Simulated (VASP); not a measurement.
# Rb (C2/c) in VASP: single point with RPBE

Aim: the single point of Rb with RPBE.

Everything below comes from runs of VASP 6.6.1. Logs are shortened: lines on timing, memory, paths and dates and some standing lists are left out, and cuts for length are marked.

## (1) The cell of the first run

Symmetry: C2/c, No. 15, monoclinic system. Conventional cell: a = 5.065 Å, b = 9.340 Å, c = 8.860 Å, α = 90.00°, β = 104.64°, γ = 90.00°.

## (2) Single point, RPBE

Input file INCAR:

```
PREC = Accurate ; ENCUT = 520
EDIFF = 1E-6 ; ISMEAR = -1
SIGMA = 0.1 ; LREAL = F
LASPH = T ; NELM = 100
ALGO = Normal ; ISIF = 2
LWAVE = F ; LCHARG = T
GGA = RP ; LELF = T
LVHAR = T ; NBANDS = 16
```

Input file KPOINTS:

```
regular mesh
0
Gamma
  12 12 6
```

Input file POSCAR:

```
Rb
1.0
   -3.2675855308      3.3369968439      2.5320631944
    3.3369968439     -3.2675855308      2.5320631944
    6.0300318764      6.0300318764     -2.4049362472
Rb
2
Direct
    0.0048848270      0.9951151730      0.0000000000
    0.7451151730      0.2548848270      0.5000000000
```

Potentials or basis: VASP PAW PBE potentials, release 64 (Rb_sv).

The run is started by

```sh
cat potpaw_PBE.64/Rb_sv/POTCAR > POTCAR
mpirun -np 1 vasp_std > vasp.out
```

OUTCAR:

```text
PREC = Accurate
   ENCUT = 520
   EDIFF = 1E-6
   ISMEAR = -1
   LREAL = F
   LASPH = T
   NELM = 100
   ISIF = 2
   GGA = RP

 ion  position               nearest neighbor table
   1  0.005  0.995  0.000-   2 5.04   2 5.04   2 5.05   2 5.05
   2  0.745  0.255  0.500-   1 5.04   1 5.04   1 5.05   1 5.05

  LATTYP: Found a base centered monoclinic cell.
 ALAT       =     5.0650776838
 B/A-ratio  =     1.8440566071
 C/A-ratio  =     1.7493073014
 COS(beta)  =    -0.2527222685

  Lattice vectors:

 A1 = (  -3.2675855308,   3.3369968439,   2.5320631944)
 A2 = (   3.3369968439,  -3.2675855308,   2.5320631944)
 A3 = (   6.0300318764,   6.0300318764,  -2.4049362472)

Analysis of symmetry for initial positions (statically):
=====================================================================
 Subroutine PRICEL returns:
 Original cell was already a primitive cell.

 Routine SETGRP: Setting up the symmetry group for a
 base centered monoclinic supercell.

 Subroutine GETGRP returns: Found  4 space group operations
 (whereof  2 operations were pure point group operations)
 out of a pool of  4 trial point group operations.

The static configuration has the point symmetry C_2 .
 The point group associated with its full space group is C_2h.

Analysis of symmetry for dynamics (positions and initial velocities):
=====================================================================
 Subroutine PRICEL returns:
 Original cell was already a primitive cell.

 Routine SETGRP: Setting up the symmetry group for a
 base centered monoclinic supercell.

 Subroutine GETGRP returns: Found  4 space group operations
 (whereof  2 operations were pure point group operations)
 out of a pool of  4 trial point group operations.

The dynamic configuration has the point symmetry C_2 .
 The point group associated with its full space group is C_2h.

 Subroutine INISYM returns: Found  4 space group operations
 (whereof  2 operations are pure point group operations),
 and found     1 'primitive' translations

----------------------------------------------------------------------------------------

                                     Primitive cell

  volume of cell :     202.7856

  direct lattice vectors                    reciprocal lattice vectors
    -3.267585531  3.336996844  2.532063194    -0.036541485  0.114868543  0.196393838
     3.336996844 -3.267585531  2.532063194     0.114868543 -0.036541485  0.196393838
     6.030031876  6.030031876 -2.404936247     0.082467492  0.082467492 -0.002260677

  length of vectors
     5.312627143  5.312627143  8.860377374     0.230435678  0.230435678  0.116648555

  position of ions in fractional coordinates (direct lattice)
     0.004884827  0.995115173  1.000000000
     0.745115173  0.254884827  0.500000000

  ion indices of the primitive-cell ions
   primitive index   ion index
                 1           1
                 2           2

----------------------------------------------------------------------------------------

 KPOINTS: regular mesh

Automatic generation of k-mesh.
 Grid dimensions read from file:
 generate k-points for:   12   12    6

 Generating k-lattice:

  Cartesian coordinates                     Fractional coordinates (reciprocal lattice)
    -0.003045124  0.009572379  0.016366153     0.083333333 -0.000000000  0.000000000
     0.009572379 -0.003045124  0.016366153    -0.000000000  0.083333333  0.000000000
     0.013744582  0.013744582 -0.000376779    -0.000000000 -0.000000000  0.166666667

  Length of vectors
     0.019202973  0.019202973  0.019441426

  Shift w.r.t. Gamma in fractional coordinates (k-lattice)
     0.000000000  0.000000000  0.000000000

 Subroutine IBZKPT returns following result:
 ===========================================

 Found    242 irreducible k-points:

 Following reciprocal coordinates:
            Coordinates               Weight
  0.000000  0.000000  0.000000      1.000000
  0.083333 -0.000000  0.000000      4.000000
  0.166667 -0.000000  0.000000      4.000000
  0.250000  0.000000  0.000000      4.000000
  0.333333 -0.000000  0.000000      4.000000
  0.416667  0.000000  0.000000      4.000000
[... 16 lines left out ...]
  0.500000  0.166667  0.000000      4.000000
 -0.416667  0.166667 -0.000000      4.000000
 [... further k-points ...]
   k-points           NKPTS =    242   k-points in BZ     NKDIM =    242   number of bands    NBANDS=     16
   number of dos      NEDOS =    301   number of ions     NIONS =      2
   total plane-waves  NPLWV = 112000
   dimension x,y,z NGX =    40 NGY =   40 NGZ =   70
   dimension x,y,z NGXF=    80 NGYF=   80 NGZF=  140
   ions per type =               2
   NGX,Y,Z   is equivalent  to a cutoff of  12.52, 12.52, 13.13 a.u.
   NGXF,Y,Z  is equivalent  to a cutoff of  25.03, 25.03, 26.27 a.u.
 SYSTEM =  unknown system
   PREC   = accura    normal or accurate (medium, high low for compatibility)
   ISTART =      0    job   : 0-new  1-cont  2-samecut
   ICHARG =      2    charge: 1-file 2-atom 10-const
   ISPIN  =      1    spin polarized calculation?
   LNONCOLLINEAR =      F non collinear calculations
   LSORBIT =      F    spin-orbit coupling
   LASPH  =      T    aspherical Exc in radial PAW
   ENCUT  =  520.0 eV  38.22 Ry    6.18 a.u.   9.88  9.88 16.47*2*pi/ulx,y,z
   NELM   =    100;   NELMIN=  2; NELMDL= -5     # of ELM steps
   EDIFF  = 0.1E-05   stopping-criterion for ELM
   LREAL  =      F    real-space projection
   EDIFFG = 0.1E-04   stopping-criterion for IOM
   NSW    =      0    number of steps for IOM
   IBRION =     -1    ionic relax: 0-MD 1-quasi-New 2-CG
   NFREE  =      0    steps in history (QN), initial steepest desc. (CG)
   ISIF   =      2    stress and relaxation
   ISYM   =      2    0-nonsym 1-usesym 2-fastsym
   POTIM  = 0.5000    time-step for ionic-motion
   TEBEG  =    0.0;   TEEND  =   0.0 temperature during run
   PSTRESS=    0.0 pullay stress
   NELECT =      18.0000    total number of electrons
   NUPDOWN=      -1.0000    fix difference up-down
   EMIN   =  10.00;   EMAX   =-10.00  energy-range for DOS
   EFERMI =   0.00;   METHOD = LEGACY
   ISMEAR =    -1;   SIGMA  =   0.10  broadening in eV -4-tet -1-fermi 0-gaus
   EFERMI_NEDOS =   21; number of points for ismear=-14 and -15
   IALGO  =     38    algorithm
   IMIX   =      4    mixing-type and parameters
     AMIX     =   0.40;   BMIX     =  1.00
     AMIX_MAG =   1.60;   BMIX_MAG =  1.00
  volume/ion in A,a.u.               =     101.39       684.23
  Fermi-wavevector in a.u.,A,eV,Ry     =   0.730275  1.380020  7.256015  0.533302
  Thomas-Fermi vector in A             =   1.822205
   LORBIT       =      0    0 simple, 1 ext, 2 COOP (PROOUT), +10 PAW based schemes
   GGA     = RP    functional components
   LHFCALC =     F    Hartree Fock is set to
   AEXX    =    0.0000 exact exchange contribution
   IVDW    =     0    specifies the selected vdW correction
   LEPSILON=     F    determine dielectric tensor
   LRPA    =     F    only Hartree local field effects (RPA)
 non-spin polarized calculation
  energy-cutoff  :      520.00
  volume of cell :      202.79
 maximum number of plane-waves:      5497
   NGX = 19   NGY = 19   NGZ = 33

 number of electron      18.0000000 magnetization

 Free energy of the ion-electron system (eV)
  ---------------------------------------------------
  ext. energy  EPLUGINS =         0.00000000
  ---------------------------------------------------
  free energy    TOTEN  =        -1.66935522 eV

  energy without entropy =       -1.60729371  energy(sigma->0) =       -1.63832446

 E-fermi :  -0.0917     XC(G=0):  -5.0850

 val. band max:       -0.0972922555   @ k =   0.5000   0.4167   0.3333
 cond. band min:      -0.0888238546   @ k =   0.2500   0.0833   0.1667
 fundamental gap:      0.0084684009
 Fermi energy:        -0.0916843710

 k-point     1 :       0.0000    0.0000    0.0000
  band No.  band energies     occupation
      1     -29.1134      2.00000
      2     -29.1108      2.00000
      3     -13.2431      2.00000
      4     -13.1875      2.00000
      5     -13.1750      2.00000
      6     -13.1744      2.00000
[... 8 lines left out ...]
     15       3.7252      0.00000
     16       3.8049      0.00000

 k-point     2 :       0.0833   -0.0000    0.0000
  band No.  band energies     occupation
      1     -29.1132      2.00000
      2     -29.1108      2.00000
      3     -13.2417      2.00000
      4     -13.1888      2.00000
      5     -13.1787      2.00000
      6     -13.1779      2.00000
[... 8 lines left out ...]
     15       3.5161      0.00000
     16       3.7985      0.00000

 k-point     3 :       0.1667   -0.0000    0.0000
  band No.  band energies     occupation
      1     -29.1128      2.00000
      2     -29.1106      2.00000
      3     -13.2378      2.00000
      4     -13.1939      2.00000
      5     -13.1879      2.00000
      6     -13.1859      2.00000
[... 8 lines left out ...]
     15       3.4548      0.00000
     16       3.6288      0.00000

 k-point     4 :       0.2500    0.0000    0.0000
  band No.  band energies     occupation
      1     -29.1122      2.00000
      2     -29.1103      2.00000
      3     -13.2326      2.00000
      4     -13.2060      2.00000
      5     -13.2001      2.00000
      6     -13.1913      2.00000
[... 8 lines left out ...]
     15       3.3658      0.00000
     16       3.4655      0.00000
[... 324 lines left out ...]
 k-point    22 :       0.4167    0.1667    0.0000
  band No.  band energies     occupation
      1     -29.1109      2.00000
      2     -29.1099      2.00000
      3     -13.2309      2.00000
      4     -13.2259      2.00000
      5     -13.2134      2.00000
      6     -13.2013      2.00000
[... 8 lines left out ...]
     15       3.0919      0.00000
     16       3.2294      0.00000

 k-point    23 :       0.5000    0.1667    0.0000
  band No.  band energies     occupation
      1     -29.1111      2.00000
      2     -29.1100      2.00000
      3     -13.2273      2.00000
      4     -13.2224      2.00000
      5     -13.2098      2.00000
      6     -13.2010      2.00000
[... 8 lines left out ...]
     15       2.6941      0.00000
     16       3.4292      0.00000

 k-point    24 :      -0.4167    0.1667   -0.0000
  band No.  band energies     occupation
      1     -29.1115      2.00000
      2     -29.1102      2.00000
      3     -13.2259      2.00000
      4     -13.2152      2.00000
      5     -13.2059      2.00000
      6     -13.1985      2.00000
[... 8 lines left out ...]
     15       2.6694      0.00000
     16       3.6203      0.00000

 [... further k-points ...]

------------------------ aborting loop because EDIFF is reached ----------------------------------------

  FORCE on cell =-STRESS in cart. coord.  units (eV):
  Direction    XX          YY          ZZ          XY          YZ          ZX
  --------------------------------------------------------------------------------------
  -------------------------------------------------------------------------------------
  Total        0.0174156      0.0174156     -0.0151390      0.0279628      0.0136368      0.0136368
  in kB        0.1375979      0.1375979     -0.1196110      0.2209294      0.1077424      0.1077424
  external PRESSURE =       0.0518616 kB  Pullay stress =       0.0000000 kB

 VOLUME and BASIS-vectors are now :
 -----------------------------------------------------------------------------
  energy-cutoff  :      520.00
  volume of cell :      202.79
      direct lattice vectors                 reciprocal lattice vectors
    -3.267585531  3.336996844  2.532063194    -0.036541485  0.114868543  0.196393838
     3.336996844 -3.267585531  2.532063194     0.114868543 -0.036541485  0.196393838
     6.030031876  6.030031876 -2.404936247     0.082467492  0.082467492 -0.002260677

 POSITION                                       TOTAL-FORCE (eV/Angst)
 -----------------------------------------------------------------------------------
      3.30473     -3.23532      2.53206        -0.000512      0.000512      0.000000
      1.43084      4.66860      1.32960         0.000512     -0.000512     -0.000000
 -----------------------------------------------------------------------------------
    total drift:                               -0.000000     -0.000000      0.000000

  FREE ENERGIE OF THE ION-ELECTRON SYSTEM (eV)
  ---------------------------------------------------
  free  energy   TOTEN  =        -1.6693552151 eV

  energy  without entropy=       -1.6072937130  energy(sigma->0) =       -1.63832446
```

It took 6.2 min on 1 thread of Intel Xeon Platinum 8488C (Sapphire Rapids), shared host; peak memory 0.77 GiB.

Results:

```
Free energy            : -1.6694 eV
Pressure               : 0.0 GPa
Band gap on the k mesh : zero (bands 9 and 10 overlap by 2.07 eV)
```

Caveat: the PAW data sets were made with another functional, which shifts forces and pressure a little.
